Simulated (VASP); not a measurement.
A run of VASP 6.6.1 is set up as follows.

The input POSCAR:

```
BN
1.0
    2.4100920154      0.0000000000      0.0000000000
   -1.2050460077      2.0872009108      0.0000000000
    0.0000000000      0.0000000000      6.6612000000
B N
2 2
Direct
    0.3333333333      0.6666666667      0.2500000000
    0.6666666667      0.3333333333      0.7500000000
    0.3333333333      0.6666666667      0.7500000000
    0.6666666667      0.3333333333      0.2500000000
```

The input INCAR.step1:

```
PREC     = Accurate       # precision mode
ENCUT    = 520            # plane-wave cutoff, eV
ISMEAR   = 0              # smearing method
SIGMA    = 0.05           # smearing width, eV
LREAL    = F              # projectors in reciprocal space
LASPH    = T              # aspherical terms in the spheres
NELM     = 100            # most SCF steps
NBANDS   = 16             # bands
GGA      = PE             # functional
ALGO     = Normal         # electronic algorithm
EDIFF    = 1E-4           # SCF threshold, eV
LWAVE    = T              # write WAVECAR
LCHARG   = F              # write CHGCAR
```

The input INCAR.step2:

```
PREC     = Accurate       # precision mode
ENCUT    = 520            # plane-wave cutoff, eV
EDIFF    = 1E-6           # SCF threshold, eV
ISMEAR   = 0              # smearing method
SIGMA    = 0.05           # smearing width, eV
LREAL    = F              # projectors in reciprocal space
LASPH    = T              # aspherical terms in the spheres
NELM     = 100            # most SCF steps
ALGO     = Normal         # electronic algorithm
ISIF     = 2              # what is computed and relaxed
LWAVE    = F              # write WAVECAR
LCHARG   = F              # write CHGCAR
METAGGA  = R2SCAN         # meta-GGA
LMIXTAU  = T            
NBANDS   = 16             # bands
ISTART   = 1
```

Contents of KPOINTS:

```
Automatic mesh
0
Gamma
  12 12 4
```

Potentials or basis: VASP PAW PBE potentials, release 64 (B, N).

The run is started by

```bash
$ cat potpaw_PBE.64/B/POTCAR potpaw_PBE.64/N/POTCAR > POTCAR
$ cp INCAR.step1 INCAR
$ mpirun -np 1 vasp_std > vasp.out
$ cp INCAR.step2 INCAR
$ mpirun -np 1 vasp_std > vasp.out
```

Q: Predict the pressure.

A: 32.8 GPa.

Q: Predict the band gap on the k mesh.

A: 5.07 eV (least direct gap 5.64 eV).

Stress tensor (GPa, compression positive):
```
48.84  0.00  0.00
 0.00 48.84  0.00
 0.00  0.00  0.57
```

Caveat: the cell differs from its parent crystal (strain -0.0375 x Voigt [1, 1, 0, 0, 0, 0]); the cell stands under pressure; the PAW data sets were made with another functional, which shifts forces and pressure a little. A k mesh can miss the band edges.
